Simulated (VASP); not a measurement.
# TiBH (Imma) in VASP: further runs

Runs on TiBH. Level: PBE. Tasks: single point, relaxation of cell and atoms.

Everything below comes from runs of VASP 6.6.1. Logs are shortened: lines on timing, memory, paths and dates and some standing lists are left out, and cuts for length are marked.

### 1 The cell of the first run

It takes space group Imma (No. 74, orthorhombic). Conventional cell: a = 3.025 Å, b = 3.601 Å, c = 10.093 Å, α = 90.00°, β = 90.00°, γ = 90.00°. Within 2.9 Å of Ti (site symmetry mm2) lie 4 H at 2.08 Å and 4 B at 2.41 Å and 2 Ti at 2.86 Å. B (site symmetry 2/m) has 2 B at 1.51 Å within 2.0 Å. H (site symmetry 2/m) has 2 H at 1.80 Å and 4 Ti at 2.08 Å within 2.4 Å.

The cell was built from a structure type or drawn by symmetry, and may not be a known phase.

### 2 Single point, PBE

The input, INCAR:

```
SYSTEM = TiBH
  PREC = Accurate
  ENCUT = 520
  EDIFF = 1E-6
  ISMEAR = 0
  SIGMA = 0.1
  LREAL = .FALSE.
  LASPH = .TRUE.
  NELM = 100
  ALGO = Normal
  ISIF = 2
  LWAVE = .FALSE.
  LCHARG = .TRUE.
  GGA = PE
  LELF = .TRUE.
  LVHAR = .TRUE.
  NBANDS = 25
```

The input, KPOINTS:

```
regular mesh
0
G
  6 6 6
  0 0 0
```

The input, POSCAR:

```
TiBH
1.0
   -1.5127137028      1.8003711974      5.0464241994
    1.5127137028     -1.8003711974      5.0464241994
    1.5127137028      1.8003711974     -5.0464241994
Ti B H
2 2 2
Direct
    0.8600995598      0.1100995598      0.7500000000
    0.1399004402      0.8899004402      0.2500000000
    0.5000000000      0.5000000000      0.5000000000
    0.5000000000      0.0000000000      0.0000000000
    0.0000000000      0.5000000000      0.5000000000
    0.5000000000      0.5000000000      0.0000000000
```

Potentials or basis: VASP PAW PBE potentials, release 64 (Ti_sv, B, H).

Launch:

```sh
$ cat potpaw_PBE.64/Ti_sv/POTCAR potpaw_PBE.64/B/POTCAR potpaw_PBE.64/H/POTCAR > POTCAR
$ mpirun -np 1 vasp_std > vasp.out
```

OUTCAR:

```text
SYSTEM = TiBH
   PREC = Accurate
   ENCUT = 520
   EDIFF = 1E-6
   ISMEAR = 0
   LREAL = .FALSE.
   LASPH = .TRUE.
   NELM = 100
   ISIF = 2
   GGA = PE

 ion  position               nearest neighbor table
   1  0.860  0.110  0.750-   3 2.41   3 2.41   4 2.41   4 2.41   2 2.86   2 2.86
   2  0.140  0.890  0.250-   4 2.41   3 2.41   3 2.41   4 2.41   1 2.86   1 2.86
   3  0.500  0.500  0.500-   4 1.51   4 1.51   2 2.41   2 2.41   1 2.41   1 2.41
   4  0.500  0.000  0.000-   3 1.51   3 1.51   2 2.41   1 2.41   2 2.41   1 2.41
   5  0.000  0.500  0.500-
   6  0.500  0.500  0.000-

  LATTYP: Found a body centered orthorhombic cell.
 ALAT       =     3.0254274056
 B/A-ratio  =     1.1901599054
 C/A-ratio  =     3.3360074613

  Lattice vectors:

 A1 = (  -1.5127137028,   1.8003711974,   5.0464241994)
 A2 = (   1.5127137028,  -1.8003711974,   5.0464241994)
 A3 = (   1.5127137028,   1.8003711974,  -5.0464241994)

Analysis of symmetry for initial positions (statically):
=====================================================================
 Subroutine PRICEL returns:
 Original cell was already a primitive cell.

 Routine SETGRP: Setting up the symmetry group for a
 body centered orthorhombic supercell.

 Subroutine GETGRP returns: Found  8 space group operations
 (whereof  4 operations were pure point group operations)
 out of a pool of  8 trial point group operations.

The static configuration has the point symmetry C_2h.
 The point group associated with its full space group is D_2h.

Analysis of symmetry for dynamics (positions and initial velocities):
=====================================================================
 Subroutine PRICEL returns:
 Original cell was already a primitive cell.

 Routine SETGRP: Setting up the symmetry group for a
 body centered orthorhombic supercell.

 Subroutine GETGRP returns: Found  8 space group operations
 (whereof  4 operations were pure point group operations)
 out of a pool of  8 trial point group operations.

The dynamic configuration has the point symmetry C_2h.
 The point group associated with its full space group is D_2h.

 Subroutine INISYM returns: Found  8 space group operations
 (whereof  4 operations are pure point group operations),
 and found     1 'primitive' translations

----------------------------------------------------------------------------------------

                                     Primitive cell

  volume of cell :      54.9747

  direct lattice vectors                    reciprocal lattice vectors
    -1.512713703  1.800371197  5.046424199     0.000000000  0.277720506  0.099080058
     1.512713703 -1.800371197  5.046424199     0.330531811  0.000000000  0.099080058
     1.512713703  1.800371197 -5.046424199     0.330531811  0.277720506  0.000000000

  length of vectors
     5.567408409  5.567408409  5.567408409     0.294865287  0.345062510  0.431717451

  position of ions in fractional coordinates (direct lattice)
     0.860099560  0.110099560  0.750000000
     0.139900440  0.889900440  0.250000000
     0.500000000  0.500000000  0.500000000
     0.500000000  0.000000000  0.000000000
     0.000000000  0.500000000  0.500000000
     0.500000000  0.500000000  0.000000000

  ion indices of the primitive-cell ions
   primitive index   ion index
                 1           1
                 2           2
                 3           3
                 4           4
                 5           5
                 6           6

----------------------------------------------------------------------------------------

 KPOINTS: regular mesh

Automatic generation of k-mesh.
 Grid dimensions read from file:
 generate k-points for:    6    6    6

 Generating k-lattice:

  Cartesian coordinates                     Fractional coordinates (reciprocal lattice)
     0.000000000  0.046286751  0.016513343     0.166666667 -0.000000000  0.000000000
     0.055088635  0.000000000  0.016513343     0.000000000  0.166666667  0.000000000
     0.055088635  0.046286751  0.000000000     0.000000000 -0.000000000  0.166666667

  Length of vectors
     0.049144214  0.057510418  0.071952909

  Shift w.r.t. Gamma in fractional coordinates (k-lattice)
     0.000000000  0.000000000  0.000000000

 Subroutine IBZKPT returns following result:
 ===========================================

 Found     46 irreducible k-points:

 Following reciprocal coordinates:
            Coordinates               Weight
  0.000000  0.000000  0.000000      1.000000
  0.166667  0.000000 -0.000000      4.000000
  0.333333  0.000000 -0.000000      4.000000
  0.500000  0.000000  0.000000      2.000000
  0.000000  0.166667 -0.000000      4.000000
  0.166667  0.166667 -0.000000      8.000000
[... 16 lines left out ...]
 -0.166667  0.166667  0.166667      2.000000
  0.166667  0.333333  0.166667      4.000000
 [... further k-points ...]
   k-points           NKPTS =     46   k-points in BZ     NKDIM =     46   number of bands    NBANDS=     25
   number of dos      NEDOS =    301   number of ions     NIONS =      6
   total plane-waves  NPLWV =  74088
   dimension x,y,z NGX =    42 NGY =   42 NGZ =   42
   dimension x,y,z NGXF=    84 NGYF=   84 NGZF=   84
   ions per type =               2   2   2
   NGX,Y,Z   is equivalent  to a cutoff of  12.54, 12.54, 12.54 a.u.
   NGXF,Y,Z  is equivalent  to a cutoff of  25.08, 25.08, 25.08 a.u.
 SYSTEM =  TiBH
   PREC   = accura    normal or accurate (medium, high low for compatibility)
   ISTART =      0    job   : 0-new  1-cont  2-samecut
   ICHARG =      2    charge: 1-file 2-atom 10-const
   ISPIN  =      1    spin polarized calculation?
   LNONCOLLINEAR =      F non collinear calculations
   LSORBIT =      F    spin-orbit coupling
   LASPH  =      T    aspherical Exc in radial PAW
   ENCUT  =  520.0 eV  38.22 Ry    6.18 a.u.  10.35 10.35 10.35*2*pi/ulx,y,z
   NELM   =    100;   NELMIN=  2; NELMDL= -5     # of ELM steps
   EDIFF  = 0.1E-05   stopping-criterion for ELM
   LREAL  =      F    real-space projection
   EDIFFG = 0.1E-04   stopping-criterion for IOM
   NSW    =      0    number of steps for IOM
   IBRION =     -1    ionic relax: 0-MD 1-quasi-New 2-CG
   NFREE  =      0    steps in history (QN), initial steepest desc. (CG)
   ISIF   =      2    stress and relaxation
   ISYM   =      2    0-nonsym 1-usesym 2-fastsym
   POTIM  = 0.5000    time-step for ionic-motion
   TEBEG  =    0.0;   TEEND  =   0.0 temperature during run
   PSTRESS=    0.0 pullay stress
   NELECT =      32.0000    total number of electrons
   NUPDOWN=      -1.0000    fix difference up-down
   EMIN   =  10.00;   EMAX   =-10.00  energy-range for DOS
   EFERMI =   0.00;   METHOD = LEGACY
   ISMEAR =     0;   SIGMA  =   0.10  broadening in eV -4-tet -1-fermi 0-gaus
   EFERMI_NEDOS =   21; number of points for ismear=-14 and -15
   IALGO  =     38    algorithm
   IMIX   =      4    mixing-type and parameters
     AMIX     =   0.40;   BMIX     =  1.00
     AMIX_MAG =   1.60;   BMIX_MAG =  1.00
  volume/ion in A,a.u.               =       9.16        61.83
  Fermi-wavevector in a.u.,A,eV,Ry     =   1.366902  2.583070 25.421404  1.868420
  Thomas-Fermi vector in A             =   2.493002
   LORBIT       =      0    0 simple, 1 ext, 2 COOP (PROOUT), +10 PAW based schemes
   GGA     = PE    functional components
   LHFCALC =     F    Hartree Fock is set to
   AEXX    =    0.0000 exact exchange contribution
   IVDW    =     0    specifies the selected vdW correction
   LEPSILON=     F    determine dielectric tensor
   LRPA    =     F    only Hartree local field effects (RPA)
 non-spin polarized calculation
 Gauss-broadening in eV      SIGMA  =   0.10
  energy-cutoff  :      520.00
  volume of cell :       54.97
 maximum number of plane-waves:      1499
 NGX is ok and might be reduce to    42
   NGX = 21   NGY = 21   NGZ = 21

 number of electron      31.9999996 magnetization

 Free energy of the ion-electron system (eV)
  ---------------------------------------------------
  ext. energy  EPLUGINS =         0.00000000
  ---------------------------------------------------
  free energy    TOTEN  =       -35.96974407 eV

  energy without entropy =      -35.94851373  energy(sigma->0) =      -35.95912890

 E-fermi :   7.2435     XC(G=0): -11.4563

 val. band max:        7.2422971473   @ k =   0.5000   0.5000   0.1667
 cond. band min:       7.2517469070   @ k =  -0.3333   0.3333   0.3333
 fundamental gap:      0.0094497597
 Fermi energy:         7.2435485719

 k-point     1 :       0.0000    0.0000    0.0000
  band No.  band energies     occupation
      1     -49.8965      2.00000
      2     -49.8330      2.00000
      3     -26.3203      2.00000
      4     -26.1944      2.00000
      5     -26.0748      2.00000
      6     -25.9986      2.00000
[... 17 lines left out ...]
     24      11.6334      0.00000
     25      13.4264      0.00000

 k-point     2 :       0.1667    0.0000   -0.0000
  band No.  band energies     occupation
      1     -49.8917      2.00000
      2     -49.8364      2.00000
      3     -26.3124      2.00000
      4     -26.2148      2.00000
      5     -26.0817      2.00000
      6     -25.9979      2.00000
[... 17 lines left out ...]
     24      11.1395      0.00000
     25      14.5745      0.00000

 k-point     3 :       0.3333    0.0000   -0.0000
  band No.  band energies     occupation
      1     -49.8794      2.00000
      2     -49.8457      2.00000
      3     -26.3023      2.00000
      4     -26.2520      2.00000
      5     -26.0827      2.00000
      6     -25.9967      2.00000
[... 552 lines left out ...]
 k-point    23 :      -0.1667    0.1667    0.1667
  band No.  band energies     occupation
      1     -49.8732      2.00000
      2     -49.8175      2.00000
      3     -26.2710      2.00000
      4     -26.1982      2.00000
      5     -26.1758      2.00000
      6     -26.1585      2.00000
[... 17 lines left out ...]
     24      11.2067      0.00000
     25      12.1248      0.00000

 k-point    24 :       0.1667    0.3333    0.1667
  band No.  band energies     occupation
      1     -49.8490      2.00000
      2     -49.8246      2.00000
      3     -26.2657      2.00000
      4     -26.2562      2.00000
      5     -26.2207      2.00000
      6     -26.2011      2.00000
[... 17 lines left out ...]
     24      10.8445      0.00000
     25      11.6915      0.00000

 [... further k-points ...]

------------------------ aborting loop because EDIFF is reached ----------------------------------------

  FORCE on cell =-STRESS in cart. coord.  units (eV):
  Direction    XX          YY          ZZ          XY          YZ          ZX
  --------------------------------------------------------------------------------------
  -------------------------------------------------------------------------------------
  Total       -0.0009527      0.0102388      0.0209386      0.0000000      0.0000000      0.0000000
  in kB       -0.0277661      0.2983988      0.6102342      0.0000000      0.0000000      0.0000000
  external PRESSURE =       0.2936223 kB  Pullay stress =       0.0000000 kB

 VOLUME and BASIS-vectors are now :
 -----------------------------------------------------------------------------
  energy-cutoff  :      520.00
  volume of cell :       54.97
      direct lattice vectors                 reciprocal lattice vectors
    -1.512713703  1.800371197  5.046424199     0.000000000  0.277720506  0.099080058
     1.512713703 -1.800371197  5.046424199     0.330531811  0.000000000  0.099080058
     1.512713703  1.800371197 -5.046424199     0.330531811  0.277720506  0.000000000

 POSITION                                       TOTAL-FORCE (eV/Angst)
 -----------------------------------------------------------------------------------
     -0.00000      2.70056      1.11122         0.000000      0.000000     -0.005525
      1.51271     -0.90019      3.93521        -0.000000     -0.000000      0.005525
      0.75636      0.90019      2.52321        -0.000000      0.000000      0.000000
     -0.75636      0.90019      2.52321        -0.000000      0.000000      0.000000
      1.51271      0.00000      0.00000        -0.000000      0.000000      0.000000
      0.00000      0.00000      5.04642        -0.000000      0.000000      0.000000
 -----------------------------------------------------------------------------------
    total drift:                               -0.000000      0.000000     -0.000000

  FREE ENERGIE OF THE ION-ELECTRON SYSTEM (eV)
  ---------------------------------------------------
  free  energy   TOTEN  =       -35.9697440734 eV

  energy  without entropy=      -35.9485137280  energy(sigma->0) =      -35.95912890
```

Wall time 4 min (1 thread of Intel Xeon 8259CL, shared host); peak memory 0.29 GiB.

What came out:

```yaml
Free_energy: -35.9697 eV
Pressure: 0.0 GPa
Largest_force: 0.006 eV/Å
Band_gap_on_the_k_mesh: zero (bands 16 and 17 overlap by 0.57 eV)
```

Forces on the atoms (eV/Å):
```
Ti   0.000  0.000 -0.006
Ti   0.000  0.000  0.006
B    0.000  0.000  0.000
B    0.000  0.000  0.000
H    0.000  0.000  0.000
H    0.000  0.000  0.000
```

Caveat: the k points lie up to 0.36 Å⁻¹ apart, too coarse for converged energies and pressures of a metal.

(Continued in part 2 of 3.)
